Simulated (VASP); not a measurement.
# Al2Cu (I4/mcm) in VASP: single point with PBE

Aim: the single point of Al2Cu with PBE.

Program: VASP 6.6.1. These are calculated values, not measurements. Logs are shortened: lines on timing, memory, paths and dates and some standing lists are left out, and cuts for length are marked.

## Step 1: The cell of the first run

Symmetry: I4/mcm, No. 140, tetragonal system. The conventional cell has a = 6.059 Å, b = 6.059 Å, c = 4.875 Å, α = 90.00°, β = 90.00°, γ = 90.00°. Within 3.4 Å of Al (site symmetry m2m) lie 4 Cu at 2.59 Å and 11 Al at 2.71 to 3.23 Å. Cu (site symmetry 422) has 2 Cu at 2.44 Å and 8 Al at 2.59 Å within 3.2 Å.

## Step 2: Single point, PBE

The input, INCAR:

```
SYSTEM = Al2Cu
  ALGO = Fast
  EDIFF = 1E-6
  ENCUT = 520
  GGA = PE
  ISIF = 2
  ISMEAR = 0
  LASPH = .TRUE.
  LCHARG = .FALSE.
  LREAL = .FALSE.
  LWAVE = .FALSE.
  NBANDS = 26
  NELM = 100
  PREC = Accurate
  SIGMA = 0.05
```

The input, KPOINTS:

```
k-points
0
G
  12 12 12
  0 0 0
```

The input, POSCAR:

```
Al2Cu
1.0
   -3.0296229309      3.0296229309      2.4374280190
    3.0296229309     -3.0296229309      2.4374280190
    3.0296229309      3.0296229309     -2.4374280190
Al Cu
4 2
Direct
    0.6581771796      0.1581771796      0.8163543592
    0.1581771796      0.3418228204      0.5000000000
    0.3418228204      0.8418228204      0.1836456408
    0.8418228204      0.6581771796      0.5000000000
    0.2500000000      0.2500000000      0.0000000000
    0.7500000000      0.7500000000      0.0000000000
```

Potentials or basis: VASP PAW PBE potentials, release 64 (Al, Cu).

Run with:

```sh
$ cat potpaw_PBE.64/Al/POTCAR potpaw_PBE.64/Cu/POTCAR > POTCAR
$ mpirun -np 1 vasp_std > vasp.out
```

OUTCAR:

```text
SYSTEM = Al2Cu
   EDIFF = 1E-6
   ENCUT = 520
   GGA = PE
   ISIF = 2
   ISMEAR = 0
   LASPH = .TRUE.
   LREAL = .FALSE.
   NELM = 100
   PREC = Accurate

 ion  position               nearest neighbor table
   1  0.658  0.158  0.816-   5 2.59   6 2.59   5 2.59   6 2.59   3 2.71   3 2.90   3 2.90   4 3.10
                             2 3.10   2 3.10   4 3.10   4 3.23   2 3.23   2 3.23   4 3.23
   2  0.158  0.342  0.500-   5 2.59   5 2.59   6 2.59   6 2.59   4 2.71   4 2.90   4 2.90   3 3.10
                             1 3.10   1 3.10   3 3.10   1 3.23   3 3.23   1 3.23   3 3.23
   3  0.342  0.842  0.184-   5 2.59   6 2.59   5 2.59   6 2.59   1 2.71   1 2.90   1 2.90   2 3.10
                             4 3.10   4 3.10   2 3.10   4 3.23   2 3.23   4 3.23   2 3.23
   4  0.842  0.658  0.500-   6 2.59   6 2.59   5 2.59   5 2.59   2 2.71   2 2.90   2 2.90   3 3.10
                             1 3.10   1 3.10   3 3.10   1 3.23   3 3.23   3 3.23   1 3.23
   5  0.250  0.250  0.000-   6 2.44   6 2.44   2 2.59   2 2.59   4 2.59   4 2.59   1 2.59   3 2.59
                             3 2.59   1 2.59
   6  0.750  0.750  0.000-   5 2.44   5 2.44   4 2.59   4 2.59   2 2.59   2 2.59   3 2.59   1 2.59
                             1 2.59   3 2.59

  LATTYP: Found a body centered tetragonal cell.
 ALAT       =     6.0592458618
 C/A-ratio  =     0.8045318096

  Lattice vectors:

 A1 = (  -3.0296229309,   3.0296229309,   2.4374280190)
 A2 = (   3.0296229309,  -3.0296229309,   2.4374280190)
 A3 = (   3.0296229309,   3.0296229309,  -2.4374280190)

Analysis of symmetry for initial positions (statically):
=====================================================================
 Subroutine PRICEL returns:
 Original cell was already a primitive cell.

 Routine SETGRP: Setting up the symmetry group for a
 body centered tetragonal supercell.

 Subroutine GETGRP returns: Found 16 space group operations
 (whereof  8 operations were pure point group operations)
 out of a pool of 16 trial point group operations.

The static configuration has the point symmetry C_4h.
 The point group associated with its full space group is D_4h.

Analysis of symmetry for dynamics (positions and initial velocities):
=====================================================================
 Subroutine PRICEL returns:
 Original cell was already a primitive cell.

 Routine SETGRP: Setting up the symmetry group for a
 body centered tetragonal supercell.

 Subroutine GETGRP returns: Found 16 space group operations
 (whereof  8 operations were pure point group operations)
 out of a pool of 16 trial point group operations.

The dynamic configuration has the point symmetry C_4h.
 The point group associated with its full space group is D_4h.

 Subroutine INISYM returns: Found 16 space group operations
 (whereof  8 operations are pure point group operations),
 and found     1 'primitive' translations

----------------------------------------------------------------------------------------

                                     Primitive cell

  volume of cell :      89.4889

  direct lattice vectors                    reciprocal lattice vectors
    -3.029622931  3.029622931  2.437428019     0.000000000  0.165037040  0.205134263
     3.029622931 -3.029622931  2.437428019     0.165037040  0.000000000  0.205134263
     3.029622931  3.029622931 -2.437428019     0.165037040  0.165037040  0.000000000

  length of vectors
     4.929329118  4.929329118  4.929329118     0.263281770  0.263281770  0.233397620

  position of ions in fractional coordinates (direct lattice)
     0.658177180  0.158177180  0.816354359
     0.158177180  0.341822820  0.500000000
     0.341822820  0.841822820  0.183645641
     0.841822820  0.658177180  0.500000000
     0.250000000  0.250000000  0.000000000
     0.750000000  0.750000000  0.000000000

  ion indices of the primitive-cell ions
   primitive index   ion index
                 1           1
                 2           2
                 3           3
                 4           4
                 5           5
                 6           6

----------------------------------------------------------------------------------------

 KPOINTS: k-points

Automatic generation of k-mesh.
 Grid dimensions read from file:
 generate k-points for:   12   12   12

 Generating k-lattice:

  Cartesian coordinates                     Fractional coordinates (reciprocal lattice)
     0.000000000  0.013753087  0.017094522     0.083333333  0.000000000  0.000000000
     0.013753087  0.000000000  0.017094522     0.000000000  0.083333333  0.000000000
     0.013753087  0.013753087  0.000000000     0.000000000  0.000000000  0.083333333

  Length of vectors
     0.021940147  0.021940147  0.019449802

  Shift w.r.t. Gamma in fractional coordinates (k-lattice)
     0.000000000  0.000000000  0.000000000

 Subroutine IBZKPT returns following result:
 ===========================================

 Found    163 irreducible k-points:

 Following reciprocal coordinates:
            Coordinates               Weight
  0.000000  0.000000  0.000000      1.000000
  0.083333 -0.000000  0.000000      8.000000
  0.166667 -0.000000  0.000000      8.000000
  0.250000 -0.000000  0.000000      8.000000
  0.333333 -0.000000  0.000000      8.000000
  0.416667 -0.000000  0.000000      8.000000
[... 16 lines left out ...]
  0.500000  0.166667  0.000000     16.000000
 -0.416667  0.166667 -0.000000     16.000000
 [... further k-points ...]
   k-points           NKPTS =    163   k-points in BZ     NKDIM =    163   number of bands    NBANDS=     26
   number of dos      NEDOS =    301   number of ions     NIONS =      6
   total plane-waves  NPLWV =  64000
   dimension x,y,z NGX =    40 NGY =   40 NGZ =   40
   dimension x,y,z NGXF=    80 NGYF=   80 NGZF=   80
   ions per type =               4   2
   NGX,Y,Z   is equivalent  to a cutoff of  13.49, 13.49, 13.49 a.u.
   NGXF,Y,Z  is equivalent  to a cutoff of  26.98, 26.98, 26.98 a.u.
 SYSTEM =  Al2Cu
   PREC   = accura    normal or accurate (medium, high low for compatibility)
   ISTART =      0    job   : 0-new  1-cont  2-samecut
   ICHARG =      2    charge: 1-file 2-atom 10-const
   ISPIN  =      1    spin polarized calculation?
   LNONCOLLINEAR =      F non collinear calculations
   LSORBIT =      F    spin-orbit coupling
   LASPH  =      T    aspherical Exc in radial PAW
   ENCUT  =  520.0 eV  38.22 Ry    6.18 a.u.   9.17  9.17  9.17*2*pi/ulx,y,z
   NELM   =    100;   NELMIN=  2; NELMDL= -5     # of ELM steps
   EDIFF  = 0.1E-05   stopping-criterion for ELM
   LREAL  =      F    real-space projection
   EDIFFG = 0.1E-04   stopping-criterion for IOM
   NSW    =      0    number of steps for IOM
   IBRION =     -1    ionic relax: 0-MD 1-quasi-New 2-CG
   NFREE  =      0    steps in history (QN), initial steepest desc. (CG)
   ISIF   =      2    stress and relaxation
   ISYM   =      2    0-nonsym 1-usesym 2-fastsym
   POTIM  = 0.5000    time-step for ionic-motion
   TEBEG  =    0.0;   TEEND  =   0.0 temperature during run
   PSTRESS=    0.0 pullay stress
   NELECT =      34.0000    total number of electrons
   NUPDOWN=      -1.0000    fix difference up-down
   EMIN   =  10.00;   EMAX   =-10.00  energy-range for DOS
   EFERMI =   0.00;   METHOD = LEGACY
   ISMEAR =     0;   SIGMA  =   0.05  broadening in eV -4-tet -1-fermi 0-gaus
   EFERMI_NEDOS =   21; number of points for ismear=-14 and -15
   IALGO  =     68    algorithm
   IMIX   =      4    mixing-type and parameters
     AMIX     =   0.40;   BMIX     =  1.00
     AMIX_MAG =   1.60;   BMIX_MAG =  1.00
  volume/ion in A,a.u.               =      14.91       100.65
  Fermi-wavevector in a.u.,A,eV,Ry     =   1.185709  2.240665 19.128513  1.405906
  Thomas-Fermi vector in A             =   2.321897
   LORBIT       =      0    0 simple, 1 ext, 2 COOP (PROOUT), +10 PAW based schemes
   GGA     = PE    functional components
   LHFCALC =     F    Hartree Fock is set to
   AEXX    =    0.0000 exact exchange contribution
   IVDW    =     0    specifies the selected vdW correction
   LEPSILON=     F    determine dielectric tensor
   LRPA    =     F    only Hartree local field effects (RPA)
 non-spin polarized calculation
 RMM-DIIS sequential band-by-band and
 Gauss-broadening in eV      SIGMA  =   0.05
  energy-cutoff  :      520.00
  volume of cell :       89.49
 maximum number of plane-waves:      2428
 NGX is ok and might be reduce to    40
   NGX = 19   NGY = 19   NGZ = 19

 number of electron      33.9999978 magnetization

 Free energy of the ion-electron system (eV)
  ---------------------------------------------------
  ext. energy  EPLUGINS =         0.00000000
  ---------------------------------------------------
  free energy    TOTEN  =       -23.37906514 eV

  energy without entropy =      -23.37688106  energy(sigma->0) =      -23.37797310

 E-fermi :   7.9415     XC(G=0): -10.8535

 val. band max:        7.9355835471   @ k =   0.2500   0.0833   0.0000
 cond. band min:       7.9465764269   @ k =  -0.2500   0.5000   0.0833
 fundamental gap:      0.0109928798
 Fermi energy:         7.9414623437

 k-point     1 :       0.0000    0.0000    0.0000
  band No.  band energies     occupation
      1      -2.7755      2.00000
      2       2.6689      2.00000
      3       2.8774      2.00000
      4       2.8774      2.00000
      5       2.9038      2.00000
      6       3.7836      2.00000
[... 18 lines left out ...]
     25      13.2130      0.00000
     26      13.7753      0.00000

 k-point     2 :       0.0833   -0.0000    0.0000
  band No.  band energies     occupation
      1      -2.7029      2.00000
      2       2.6611      2.00000
      3       2.8613      2.00000
      4       2.8733      2.00000
      5       2.9192      2.00000
      6       3.7719      2.00000
[... 18 lines left out ...]
     25      13.2931      0.00000
[... 608 lines left out ...]
     25      14.1794      0.00000
     26      14.5290      0.00000

 k-point    24 :      -0.4167    0.1667   -0.0000
  band No.  band energies     occupation
      1      -1.5664      2.00000
      2       1.5401      2.00000
      3       1.8758      2.00000
      4       2.8612      2.00000
      5       3.0401      2.00000
      6       3.4562      2.00000
[... 18 lines left out ...]
     25      13.7993      0.00000
     26      15.1899      0.00000

 [... further k-points ...]

------------------------ aborting loop because EDIFF is reached ----------------------------------------

  FORCE on cell =-STRESS in cart. coord.  units (eV):
  Direction    XX          YY          ZZ          XY          YZ          ZX
  --------------------------------------------------------------------------------------
  -------------------------------------------------------------------------------------
  Total        0.1115149      0.1115149      0.1159046      0.0000000      0.0000000      0.0000000
  in kB        1.9965245      1.9965245      2.0751163      0.0000000      0.0000000      0.0000000
  external PRESSURE =       2.0227218 kB  Pullay stress =       0.0000000 kB

 VOLUME and BASIS-vectors are now :
 -----------------------------------------------------------------------------
  energy-cutoff  :      520.00
  volume of cell :       89.49
      direct lattice vectors                 reciprocal lattice vectors
    -3.029622931  3.029622931  2.437428019     0.000000000  0.165037040  0.205134263
     3.029622931 -3.029622931  2.437428019     0.165037040  0.000000000  0.205134263
     3.029622931  3.029622931 -2.437428019     0.165037040  0.165037040  0.000000000

 POSITION                                       TOTAL-FORCE (eV/Angst)
 -----------------------------------------------------------------------------------
      0.95843      3.98806      0.00000        -0.001271     -0.001271     -0.000000
      2.07119      0.95843      0.00000         0.001271     -0.001271      0.000000
      2.07119     -0.95843      2.43743         0.001271      0.001271      0.000000
      0.95843      2.07119      2.43743        -0.001271      0.001271      0.000000
      0.00000      0.00000      1.21871         0.000000     -0.000000      0.000000
      0.00000      0.00000      3.65614        -0.000000      0.000000      0.000000
 -----------------------------------------------------------------------------------
    total drift:                               -0.000000     -0.000000      0.000000

  FREE ENERGIE OF THE ION-ELECTRON SYSTEM (eV)
  ---------------------------------------------------
  free  energy   TOTEN  =       -23.3790651363 eV

  energy  without entropy=      -23.3768810558  energy(sigma->0) =      -23.37797310
```

Wall time 15 min (1 thread of Intel Xeon 8259CL, shared host); peak memory 0.47 GiB.

Results:

* Free energy: -23.3791 eV
* Pressure: 0.2 GPa
* Band gap on the k mesh: zero (bands 17 and 18 overlap by 4.34 eV)
